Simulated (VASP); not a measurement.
# CdF2 (Fm-3m) in VASP: a series of runs, part 2 of 3

VASP 6.6.1.

**4. Single point, r2SCAN**

This run uses another cell than the first one, of 11.76 Å³/atom.

File POSCAR:

```
CdF2
1.0
    0.0000000000      2.6029715073      2.6029715073
    2.6029715073      0.0000000000      2.6029715073
    2.6029715073      2.6029715073      0.0000000000
Cd F
1 2
Direct
    0.0000000000      0.0000000000      0.0000000000
    0.2500000000      0.2500000000      0.2500000000
    0.7500000000      0.7500000000      0.7500000000
```

File INCAR.step1:

```
SYSTEM = CdF2
ALGO = Normal
EDIFF = 1E-4
ENCUT = 520
GGA = PE
ISMEAR = 0
LASPH = .True.
LCHARG = .False.
LREAL = .False.
LWAVE = .True.
NBANDS = 20
NELM = 60
PREC = Accurate
SIGMA = 0.02
```

File INCAR.step2:

```
SYSTEM = CdF2
ALGO = Normal
EDIFF = 1E-7
ENCUT = 520
ISIF = 2
ISMEAR = 0
ISTART = 1
LASPH = .True.
LCHARG = .False.
LMIXTAU = .True.
LREAL = .False.
LWAVE = .False.
METAGGA = R2SCAN
NBANDS = 20
NELM = 60
PREC = Accurate
SIGMA = 0.02
```

File KPOINTS:

```
k-points
0
Gamma
  8 8 8
  0 0 0
```

Potentials or basis: VASP PAW PBE potentials, release 64 (Cd, F).

Started as:

```sh
> cat potpaw_PBE.64/Cd/POTCAR potpaw_PBE.64/F/POTCAR > POTCAR
> cp INCAR.step1 INCAR
> mpirun -np 1 vasp_std > vasp.out
> cp INCAR.step2 INCAR
> mpirun -np 1 vasp_std > vasp.out
```

OUTCAR:

```text
SYSTEM = CdF2
   EDIFF = 1E-7
   ENCUT = 520
   ISIF = 2
   ISMEAR = 0
   ISTART = 1
   LASPH = .True.
   LREAL = .False.
   METAGGA = R2SCAN
   NELM = 60
   PREC = Accurate

 ion  position               nearest neighbor table
   1  0.000  0.000  0.000-   2 2.25   3 2.25   3 2.25   3 2.25   3 2.25   2 2.25   2 2.25   2 2.25

   2  0.250  0.250  0.250-   1 2.25   1 2.25   1 2.25   1 2.25
   3  0.750  0.750  0.750-   1 2.25   1 2.25   1 2.25   1 2.25

  LATTYP: Found a face centered cubic cell.
 ALAT       =     5.2059430146

  Lattice vectors:

 A1 = (   0.0000000000,   2.6029715073,   2.6029715073)
 A2 = (   2.6029715073,   0.0000000000,   2.6029715073)
 A3 = (   2.6029715073,   2.6029715073,   0.0000000000)

Analysis of symmetry for initial positions (statically):
=====================================================================
 Subroutine PRICEL returns:
 Original cell was already a primitive cell.

 Routine SETGRP: Setting up the symmetry group for a
 face centered cubic supercell.

 Subroutine GETGRP returns: Found 48 space group operations
 (whereof 48 operations were pure point group operations)
 out of a pool of 48 trial point group operations.

The static configuration has the point symmetry O_h .

Analysis of symmetry for dynamics (positions and initial velocities):
=====================================================================
 Subroutine PRICEL returns:
 Original cell was already a primitive cell.

 Routine SETGRP: Setting up the symmetry group for a
 face centered cubic supercell.

 Subroutine GETGRP returns: Found 48 space group operations
 (whereof 48 operations were pure point group operations)
 out of a pool of 48 trial point group operations.

The dynamic configuration has the point symmetry O_h .

[... 113 lines left out ...]
   EMIN   =  10.00;   EMAX   =-10.00  energy-range for DOS
   EFERMI =   0.00;   METHOD = LEGACY
   ISMEAR =     0;   SIGMA  =   0.02  broadening in eV -4-tet -1-fermi 0-gaus
   EFERMI_NEDOS =   21; number of points for ismear=-14 and -15
   IALGO  =     38    algorithm
   IMIX   =      4    mixing-type and parameters
     AMIX     =   0.40;   BMIX     =  1.00
     AMIX_MAG =   1.60;   BMIX_MAG =  1.00
  volume/ion in A,a.u.               =      11.76        79.34
  Fermi-wavevector in a.u.,A,eV,Ry     =   1.478836  2.794594 29.755322  2.186954
  Thomas-Fermi vector in A             =   2.593068
   LORBIT       =      0    0 simple, 1 ext, 2 COOP (PROOUT), +10 PAW based schemes
   METAGGA = R2SCAN    functional components
   LHFCALC =     F    Hartree Fock is set to
   AEXX    =    0.0000 exact exchange contribution
   IVDW    =     0    specifies the selected vdW correction
   LEPSILON=     F    determine dielectric tensor
   LRPA    =     F    only Hartree local field effects (RPA)
 non-spin polarized calculation
 Gauss-broadening in eV      SIGMA  =   0.02
  energy-cutoff  :      520.00
  volume of cell :       35.27
 maximum number of plane-waves:       960
   NGX = 13   NGY = 13   NGZ = 13

 number of electron      26.0000013 magnetization

 Free energy of the ion-electron system (eV)
  ---------------------------------------------------
  ext. energy  EPLUGINS =         0.00000000
  ---------------------------------------------------
  free energy    TOTEN  =       -33.51599951 eV

  energy without entropy =      -33.51599951  energy(sigma->0) =      -33.51599951

 E-fermi :  -0.7995     XC(G=0): -11.6632

 val. band max:       -1.0189728630   @ k =  -0.2500   0.5000   0.2500
 cond. band min:       3.1054220728   @ k =   0.0000   0.0000   0.0000
 fundamental gap:      4.1243949358
 Fermi energy:        -0.7994881617

 k-point     1 :       0.0000    0.0000    0.0000
  band No.  band energies     occupation
      1     -23.6106      2.00000
      2     -22.2318      2.00000
      3      -7.0803      2.00000
      4      -7.0803      2.00000
      5      -7.0803      2.00000
      6      -5.3109      2.00000
[... 541 lines left out ...]
     19      19.2622      0.00000
     20      23.2885      0.00000

 [... further k-points ...]

------------------------ aborting loop because EDIFF is reached ----------------------------------------

  FORCE on cell =-STRESS in cart. coord.  units (eV):
  Direction    XX          YY          ZZ          XY          YZ          ZX
  --------------------------------------------------------------------------------------
  -------------------------------------------------------------------------------------
  Total        3.6919635      3.6919635      3.6919635      0.0000000      0.0000000      0.0000000
  in kB      167.6987189    167.6987189    167.6987189      0.0000000      0.0000000      0.0000000
  external PRESSURE =     167.6987189 kB  Pullay stress =       0.0000000 kB

 VOLUME and BASIS-vectors are now :
 -----------------------------------------------------------------------------
  energy-cutoff  :      520.00
  volume of cell :       35.27
      direct lattice vectors                 reciprocal lattice vectors
     0.000000000  2.602971507  2.602971507    -0.192088157  0.192088157  0.192088157
     2.602971507  0.000000000  2.602971507     0.192088157 -0.192088157  0.192088157
     2.602971507  2.602971507  0.000000000     0.192088157  0.192088157 -0.192088157

 POSITION                                       TOTAL-FORCE (eV/Angst)
 -----------------------------------------------------------------------------------
      0.00000      0.00000      0.00000         0.000000     -0.000000      0.000000
      1.30149      1.30149      1.30149        -0.000000     -0.000000     -0.000000
      3.90446      3.90446      3.90446         0.000000      0.000000     -0.000000
 -----------------------------------------------------------------------------------
    total drift:                                0.000000      0.000000      0.000000

  FREE ENERGIE OF THE ION-ELECTRON SYSTEM (eV)
  ---------------------------------------------------
  free  energy   TOTEN  =       -33.5159995139 eV

  energy  without entropy=      -33.5159995139  energy(sigma->0) =      -33.51599951
```

OUTCAR.step1:

```text
SYSTEM = CdF2
   EDIFF = 1E-4
   ENCUT = 520
   GGA = PE
   ISMEAR = 0
   LASPH = .True.
   LREAL = .False.
   NELM = 60
[... 775 lines left out ...]
      0.00000      0.00000      0.00000         0.000000      0.000000     -0.000000
      1.30149      1.30149      1.30149        -0.000000      0.000000      0.000000
      3.90446      3.90446      3.90446        -0.000000     -0.000000     -0.000000
 -----------------------------------------------------------------------------------
    total drift:                                0.000000      0.000000      0.000000

  FREE ENERGIE OF THE ION-ELECTRON SYSTEM (eV)
  ---------------------------------------------------
  free  energy   TOTEN  =       -10.5269173181 eV

  energy  without entropy=      -10.5269173181  energy(sigma->0) =      -10.52691732
```

Run time: 92 s. Hardware: 1 thread of Intel Xeon 8259CL, shared host; peak memory 0.17 GiB.

Results:

| Property | Result |
| --- | --- |
| Free energy | -33.5160 eV |
| Pressure | 16.8 GPa |
| Band gap on the k mesh | 4.12 eV (least direct gap 4.47 eV) |

Levels at points of the mesh, in eV from the valence-band top:
| k point | band 10 | band 11 | band 12 | band 13 | band 14 | band 15 | band 16 | band 17 |
| --- | --- | --- | --- | --- | --- | --- | --- | --- |
| (0.00, 0.00, 0.00) | -1.30 | -0.34 | -0.34 | -0.34 | 4.12 | 14.10 | 14.10 | 14.10 |
| (0.50, 0.00, 0.00) | -2.30 | -2.30 | -0.31 | -0.31 | 8.83 | 10.01 | 16.56 | 16.56 |
| (0.50, 0.50, 0.00) | -3.13 | -0.75 | -0.11 | -0.11 | 9.77 | 11.16 | 12.40 | 16.29 |

Caveat: the cell stands under pressure; the PAW data sets were made with another functional, which shifts forces and pressure a little. A k mesh can miss the band edges.

(Continued in part 3 of 3.)
